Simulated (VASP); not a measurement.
Here is a VASP 6.6.1 calculation.

File POSCAR:

```
TiB2
1.0
    3.0292000000      0.0000000000      0.0000000000
   -1.5146000000      2.6233641531      0.0000000000
    0.0000000000      0.0000000000      3.2284000000
Ti B
1 2
Direct
    0.0000000000      0.0000000000      0.0000000000
    0.3333333333      0.6666666667      0.5000000000
    0.6666666667      0.3333333333      0.5000000000
```

The input INCAR.step1:

```
SYSTEM = TiB2
ALGO     = Normal         ! electronic algorithm
EDIFF    = 1E-4           ! SCF threshold, eV
ENCUT    = 600            ! plane-wave cutoff, eV
GGA      = PE             ! functional
ISMEAR   = -1             ! smearing method
LASPH    = .TRUE.         ! aspherical terms in the spheres
LCHARG   = .FALSE.        ! write CHGCAR
LREAL    = .FALSE.        ! projectors in reciprocal space
LWAVE    = .TRUE.         ! write WAVECAR
NELM     = 80             ! most SCF steps
PREC     = Accurate       ! precision mode
SIGMA    = 0.05           ! smearing width, eV
```

INCAR.step2

```
SYSTEM = TiB2
ALGO     = Normal         ! electronic algorithm
EDIFF    = 1E-6           ! SCF threshold, eV
EDIFFG   = -0.005         ! ionic threshold
ENCUT    = 600            ! plane-wave cutoff, eV
IBRION   = 2              ! ionic algorithm
ISIF     = 3              ! what is computed and relaxed
ISMEAR   = -1             ! smearing method
ISTART   = 1            
LASPH    = .TRUE.         ! aspherical terms in the spheres
LCHARG   = .FALSE.        ! write CHGCAR
LMIXTAU  = .TRUE.       
LREAL    = .FALSE.        ! projectors in reciprocal space
LWAVE    = .FALSE.        ! write WAVECAR
METAGGA  = R2SCAN         ! meta-GGA
NELM     = 80             ! most SCF steps
NSW      = 70             ! ionic steps
PREC     = Accurate       ! precision mode
SIGMA    = 0.05           ! smearing width, eV
```

Contents of KPOINTS:

```
k-points
0
G
  14 14 11
  0 0 0
```

Potentials or basis: VASP PAW PBE potentials, release 64 (Ti_sv, B).

Command:

```console
$ cat potpaw_PBE.64/Ti_sv/POTCAR potpaw_PBE.64/B/POTCAR > POTCAR
$ cp INCAR.step1 INCAR
$ mpirun -np 1 vasp_std > vasp.out
$ cp INCAR.step2 INCAR
$ mpirun -np 1 vasp_std > vasp.out
```

Q: What does it give for the relaxed volume?

A: 8.54 Å³/atom.

Q: Predict the band gap on the k mesh.

A: Zero (bands 9 and 10 overlap by 0.67 eV).

Q: Estimate the space group after relaxing (to 0.1 Å).

A: P6/mmm (No. 191).

Final structure:
```
Ti B
1.0
     3.02768    0.00000    0.00000
    -1.51384    2.62204    0.00000
     0.00000    0.00000    3.22734
Ti B
1 2
Direct
  0.00000 0.00000 0.00000
  0.33333 0.66667 0.50000
  0.66667 0.33333 0.50000
```

Caveat: the PAW data sets were made with another functional, which shifts forces and pressure a little.
